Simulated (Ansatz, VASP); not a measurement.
# Two plane-wave programs on As

```xyz
2
Lattice="3.5441 0.0000 0.0000 -1.7721 3.0693 0.0000 0.0000 0.0000 26.6000" Properties=species:S:1:pos:R:3 pbc="T T T"
As    0.0000    2.0462    7.0052
As    1.7721    1.0231    8.3948
```

Alike in both runs: functional PBEsol; k mesh 12 × 12 × 1; occupations gaussian, width 0.03 eV; no spin polarisation.

Ansatz relaxed the structure, and its values are those at the end. VASP's run is a single point on that final structure, the one shown.

|  | VASP | Ansatz |
| --- | --- | --- |
| version | VASP 6.6.1 | Ansatz 0.2.0 |
| potentials or method | VASP PAW PBE potentials, release 64 (As), cutoff 400 eV | scalar-relativistic, plane waves, PAW |
| valence electrons in the cell | 10 | 30 |

Ansatz gave:

| Property | Result |
| --- | --- |
| gap on the k mesh at the Fermi level (eV) | 1.48 |
| least direct gap on the mesh (eV) | 2.09 |
| rms of the force components (eV/Å) | 0.000 |

Q: What did VASP give for the same quantities?

A: gap on the k mesh at the Fermi level (eV): 1.49; least direct gap on the mesh (eV): 2.08; rms of the force components (eV/Å): 0.066.

VASP's potentials were made for PBE, not for PBEsol, and Ansatz warns of the same on its side. VASP's potentials hold 10 valence electrons a cell and Ansatz's 30, so a difference there can come from the potentials and not from the codes. Ansatz's warnings: slab cell height set, structure snapped to symmetry.
